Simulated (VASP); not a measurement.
# BaO (scanat) (Fm-3m) in VASP: single point with r2SCAN

Aim: the single point of BaO (scanat) with r2SCAN.

All numbers are computed with VASP 6.6.1; they aren't measurements. Logs are shortened: lines on timing, memory, paths and dates and some standing lists are left out, and cuts for length are marked.

## 1. The cell of the first run

The structure is cubic, space group Fm-3m (No. 225). Conventional cell: a = 5.490 Å, b = 5.490 Å, c = 5.490 Å, α = 90.00°, β = 90.00°, γ = 90.00°. Within 3.6 Å of Ba (site symmetry m-3m) lie 6 O at 2.75 Å. O (site symmetry m-3m) has 6 Ba at 2.75 Å within 3.6 Å.

## 2. Single point, r2SCAN

The input, POSCAR:

```
BaO
1.0
    0.0000000000      2.7450539707      2.7450539707
    2.7450539707      0.0000000000      2.7450539707
    2.7450539707      2.7450539707      0.0000000000
Ba O
1 1
Direct
    0.0000000000      0.0000000000      0.0000000000
    0.5000000000      0.5000000000      0.5000000000
```

The input, INCAR.step1:

```
ALGO = Normal ; EDIFF = 1E-5
ENCUT = 660 ; GGA = PE
GGA_COMPAT = False ; ISMEAR = 0
LASPH = True ; LCHARG = False
LREAL = False ; LWAVE = True
NBANDS = 15 ; NELM = 120
PREC = Accurate ; SIGMA = 0.02
```

The input, INCAR.step2:

```
ALGO = Normal ; EDIFF = 1E-6
ENCUT = 660 ; GGA_COMPAT = False
ISIF = 2 ; ISMEAR = 0
ISTART = 1 ; LASPH = True
LCHARG = False ; LMIXTAU = True
LREAL = False ; LWAVE = False
METAGGA = R2SCAN ; NBANDS = 15
NELM = 120 ; PREC = Accurate
SIGMA = 0.02
```

The input, KPOINTS:

```
k-points
0
Gamma
  8 8 8
```

Potentials or basis: VASP PAW PBE potentials, release 64 (Ba_sv, O).

Started as:

```console
cat potpaw_PBE.64/Ba_sv/POTCAR potpaw_PBE.64/O/POTCAR > POTCAR
cp INCAR.step1 INCAR
mpirun -np 1 vasp_std > vasp.out
cp INCAR.step2 INCAR
mpirun -np 1 vasp_std > vasp.out
```

OUTCAR:

```text
EDIFF = 1E-6
   ENCUT = 660
   ISIF = 2
   ISMEAR = 0
   ISTART = 1
   LASPH = True
   LREAL = False
   METAGGA = R2SCAN
   NELM = 120
   PREC = Accurate

 ion  position               nearest neighbor table
   1  0.000  0.000  0.000-   2 2.75   2 2.75   2 2.75   2 2.75   2 2.75   2 2.75
   2  0.500  0.500  0.500-   1 2.75   1 2.75   1 2.75   1 2.75   1 2.75   1 2.75

  LATTYP: Found a face centered cubic cell.
 ALAT       =     5.4901079414

  Lattice vectors:

 A1 = (   0.0000000000,   2.7450539707,   2.7450539707)
 A2 = (   2.7450539707,   0.0000000000,   2.7450539707)
 A3 = (   2.7450539707,   2.7450539707,   0.0000000000)

Analysis of symmetry for initial positions (statically):
=====================================================================
 Subroutine PRICEL returns:
 Original cell was already a primitive cell.

 Routine SETGRP: Setting up the symmetry group for a
 face centered cubic supercell.

 Subroutine GETGRP returns: Found 48 space group operations
 (whereof 48 operations were pure point group operations)
 out of a pool of 48 trial point group operations.

The static configuration has the point symmetry O_h .

Analysis of symmetry for dynamics (positions and initial velocities):
=====================================================================
 Subroutine PRICEL returns:
 Original cell was already a primitive cell.

 Routine SETGRP: Setting up the symmetry group for a
 face centered cubic supercell.

 Subroutine GETGRP returns: Found 48 space group operations
 (whereof 48 operations were pure point group operations)
 out of a pool of 48 trial point group operations.

The dynamic configuration has the point symmetry O_h .

 Subroutine INISYM returns: Found 48 space group operations
 (whereof 48 operations are pure point group operations),
 and found     1 'primitive' translations

----------------------------------------------------------------------------------------

                                     Primitive cell

  volume of cell :      41.3697

  direct lattice vectors                    reciprocal lattice vectors
     0.000000000  2.745053971  2.745053971    -0.182145781  0.182145781  0.182145781
     2.745053971  0.000000000  2.745053971     0.182145781 -0.182145781  0.182145781
     2.745053971  2.745053971  0.000000000     0.182145781  0.182145781 -0.182145781

  length of vectors
     3.882092555  3.882092555  3.882092555     0.315485747  0.315485747  0.315485747

  position of ions in fractional coordinates (direct lattice)
     0.000000000  0.000000000  0.000000000
     0.500000000  0.500000000  0.500000000

  ion indices of the primitive-cell ions
   primitive index   ion index
                 1           1
                 2           2

----------------------------------------------------------------------------------------

 KPOINTS: k-points

Automatic generation of k-mesh.
 Grid dimensions read from file:
 generate k-points for:    8    8    8

 Generating k-lattice:

  Cartesian coordinates                     Fractional coordinates (reciprocal lattice)
    -0.022768223  0.022768223  0.022768223     0.125000000  0.000000000  0.000000000
     0.022768223 -0.022768223  0.022768223     0.000000000  0.125000000  0.000000000
     0.022768223  0.022768223 -0.022768223     0.000000000  0.000000000  0.125000000

  Length of vectors
     0.039435718  0.039435718  0.039435718

  Shift w.r.t. Gamma in fractional coordinates (k-lattice)
     0.000000000  0.000000000  0.000000000

 Subroutine IBZKPT returns following result:
 ===========================================

 Found     29 irreducible k-points:

 Following reciprocal coordinates:
            Coordinates               Weight
  0.000000  0.000000  0.000000      1.000000
  0.125000  0.000000  0.000000      8.000000
  0.250000  0.000000  0.000000      8.000000
  0.375000  0.000000  0.000000      8.000000
  0.500000  0.000000  0.000000      4.000000
  0.125000  0.125000  0.000000      6.000000
[... 16 lines left out ...]
  0.500000  0.250000  0.125000     48.000000
 -0.375000  0.250000  0.125000     24.000000
 [... further k-points ...]
   k-points           NKPTS =     29   k-points in BZ     NKDIM =     29   number of bands    NBANDS=     15
   number of dos      NEDOS =    301   number of ions     NIONS =      2
   total plane-waves  NPLWV =  46656
   dimension x,y,z NGX =    36 NGY =   36 NGZ =   36
   dimension x,y,z NGXF=    72 NGYF=   72 NGZF=   72
   ions per type =               1   1
   NGX,Y,Z   is equivalent  to a cutoff of  15.42, 15.42, 15.42 a.u.
   NGXF,Y,Z  is equivalent  to a cutoff of  30.83, 30.83, 30.83 a.u.
 SYSTEM =  unknown system
   PREC   = accura    normal or accurate (medium, high low for compatibility)
   ISTART =      1    job   : 0-new  1-cont  2-samecut
   ICHARG =      0    charge: 1-file 2-atom 10-const
   ISPIN  =      1    spin polarized calculation?
   LNONCOLLINEAR =      F non collinear calculations
   LSORBIT =      F    spin-orbit coupling
   LASPH  =      T    aspherical Exc in radial PAW
   ENCUT  =  660.0 eV  48.51 Ry    6.96 a.u.   8.13  8.13  8.13*2*pi/ulx,y,z
   NELM   =    120;   NELMIN=  2; NELMDL=  0     # of ELM steps
   EDIFF  = 0.1E-05   stopping-criterion for ELM
   LREAL  =      F    real-space projection
   EDIFFG = 0.1E-04   stopping-criterion for IOM
   NSW    =      0    number of steps for IOM
   IBRION =     -1    ionic relax: 0-MD 1-quasi-New 2-CG
   NFREE  =      0    steps in history (QN), initial steepest desc. (CG)
   ISIF   =      2    stress and relaxation
   ISYM   =      2    0-nonsym 1-usesym 2-fastsym
   POTIM  = 0.5000    time-step for ionic-motion
   TEBEG  =    0.0;   TEEND  =   0.0 temperature during run
   PSTRESS=    0.0 pullay stress
   NELECT =      16.0000    total number of electrons
   NUPDOWN=      -1.0000    fix difference up-down
   EMIN   =  10.00;   EMAX   =-10.00  energy-range for DOS
   EFERMI =   0.00;   METHOD = LEGACY
   ISMEAR =     0;   SIGMA  =   0.02  broadening in eV -4-tet -1-fermi 0-gaus
   EFERMI_NEDOS =   21; number of points for ismear=-14 and -15
   IALGO  =     38    algorithm
   IMIX   =      4    mixing-type and parameters
     AMIX     =   0.40;   BMIX     =  1.00
     AMIX_MAG =   1.60;   BMIX_MAG =  1.00
  volume/ion in A,a.u.               =      20.68       139.59
  Fermi-wavevector in a.u.,A,eV,Ry     =   1.192762  2.253994 19.356766  1.422682
  Thomas-Fermi vector in A             =   2.328793
   LORBIT       =      0    0 simple, 1 ext, 2 COOP (PROOUT), +10 PAW based schemes
   METAGGA = R2SCAN    functional components
   LHFCALC =     F    Hartree Fock is set to
   AEXX    =    0.0000 exact exchange contribution
   IVDW    =     0    specifies the selected vdW correction
   LEPSILON=     F    determine dielectric tensor
   LRPA    =     F    only Hartree local field effects (RPA)
 non-spin polarized calculation
 Gauss-broadening in eV      SIGMA  =   0.02
  energy-cutoff  :      660.00
  volume of cell :       41.37
 maximum number of plane-waves:      1639
 NGX is ok and might be reduce to    36
   NGX = 17   NGY = 17   NGZ = 17

 number of electron      16.0000001 magnetization

 Free energy of the ion-electron system (eV)
  ---------------------------------------------------
  ext. energy  EPLUGINS =         0.00000000
  ---------------------------------------------------
  free energy    TOTEN  =       -37.80320670 eV

  energy without entropy =      -37.80320670  energy(sigma->0) =      -37.80320670

 E-fermi :   1.9726     XC(G=0): -10.2989

 val. band max:        1.8446872333   @ k =   0.5000   0.5000   0.0000
 cond. band min:       4.0572753781   @ k =   0.5000   0.5000   0.0000
 fundamental gap:      2.2125881448
 Fermi energy:         1.9726437573

 k-point     1 :       0.0000    0.0000    0.0000
  band No.  band energies     occupation
      1     -24.8432      2.00000
      2     -14.2230      2.00000
      3      -8.8669      2.00000
      4      -8.8669      2.00000
      5      -8.8669      2.00000
      6       1.3964      2.00000
      7       1.3964      2.00000
      8       1.3964      2.00000
      9       6.0945      0.00000
     10       6.9471      0.00000
     11       6.9471      0.00000
     12       6.9471      0.00000
     13       9.4581      0.00000
     14       9.4581      0.00000
     15      12.2439      0.00000

 k-point     2 :       0.1250    0.0000    0.0000
  band No.  band energies     occupation
      1     -24.8008      2.00000
      2     -14.3334      2.00000
      3      -8.9124      2.00000
      4      -8.8854      2.00000
      5      -8.8854      2.00000
      6       1.0777      2.00000
      7       1.1898      2.00000
      8       1.1898      2.00000
      9       6.6621      0.00000
     10       6.8792      0.00000
     11       7.2522      0.00000
     12       7.2522      0.00000
     13       9.8819      0.00000
     14       9.8819      0.00000
     15      13.2657      0.00000

 k-point     3 :       0.2500    0.0000    0.0000
  band No.  band energies     occupation
      1     -24.6955      2.00000
      2     -14.6021      2.00000
      3      -9.0148      2.00000
      4      -8.9288      2.00000
      5      -8.9288      2.00000
      6       0.4582      2.00000
      7       0.7462      2.00000
      8       0.7462      2.00000
      9       6.6915      0.00000
     10       8.0796      0.00000
     11       8.0796      0.00000
     12       8.3611      0.00000
     13      10.9359      0.00000
     14      10.9359      0.00000
     15      15.4806      0.00000
[... 343 lines left out ...]
 k-point    23 :       0.5000    0.2500    0.1250
  band No.  band energies     occupation
      1     -24.5338      2.00000
      2     -14.7737      2.00000
      3      -9.5264      2.00000
      4      -9.3934      2.00000
      5      -9.0003      2.00000
      6       0.3108      2.00000
      7       0.5464      2.00000
      8       1.2211      2.00000
      9       6.3303      0.00000
     10       8.3692      0.00000
     11       9.8573      0.00000
     12      10.0200      0.00000
     13      12.1864      0.00000
     14      13.6762      0.00000
     15      15.7141      0.00000

 k-point    24 :      -0.3750    0.2500    0.1250
  band No.  band energies     occupation
      1     -24.4973      2.00000
      2     -14.8266      2.00000
      3      -9.5619      2.00000
      4      -9.5390      2.00000
      5      -8.9923      2.00000
      6       0.1919      2.00000
      7       0.8396      2.00000
      8       0.8927      2.00000
      9       7.0977      0.00000
     10       7.7458      0.00000
     11      10.3125      0.00000
     12      10.4690      0.00000
     13      12.7685      0.00000
     14      14.4592      0.00000
     15      15.1191      0.00000

 [... further k-points ...]

------------------------ aborting loop because EDIFF is reached ----------------------------------------

  FORCE on cell =-STRESS in cart. coord.  units (eV):
  Direction    XX          YY          ZZ          XY          YZ          ZX
  --------------------------------------------------------------------------------------
  -------------------------------------------------------------------------------------
  Total        1.0730120      1.0730120      1.0730120     -0.0000000      0.0000000     -0.0000000
  in kB       41.5558835     41.5558835     41.5558835     -0.0000000      0.0000000     -0.0000000
  external PRESSURE =      41.5558835 kB  Pullay stress =       0.0000000 kB

 VOLUME and BASIS-vectors are now :
 -----------------------------------------------------------------------------
  energy-cutoff  :      660.00
  volume of cell :       41.37
      direct lattice vectors                 reciprocal lattice vectors
     0.000000000  2.745053971  2.745053971    -0.182145781  0.182145781  0.182145781
     2.745053971  0.000000000  2.745053971     0.182145781 -0.182145781  0.182145781
     2.745053971  2.745053971  0.000000000     0.182145781  0.182145781 -0.182145781

 POSITION                                       TOTAL-FORCE (eV/Angst)
 -----------------------------------------------------------------------------------
      0.00000      0.00000      0.00000         0.000000      0.000000     -0.000000
      2.74505      2.74505      2.74505         0.000000      0.000000      0.000000
 -----------------------------------------------------------------------------------
    total drift:                                0.000000      0.000000      0.000000

  FREE ENERGIE OF THE ION-ELECTRON SYSTEM (eV)
  ---------------------------------------------------
  free  energy   TOTEN  =       -37.8032066994 eV

  energy  without entropy=      -37.8032066994  energy(sigma->0) =      -37.80320670
```

Wall time 46 s (1 thread of Intel Xeon 6975P-C (Granite Rapids), shared host); peak memory 0.22 GiB.

Results:

- Free energy: -37.8032 eV
- Pressure: 4.2 GPa
- Band gap on the k mesh: 2.21 eV, direct

Caveat: the PAW data sets were made with another functional, which shifts forces and pressure a little; spin-orbit coupling is left out, which moves the levels of the heavy elements.
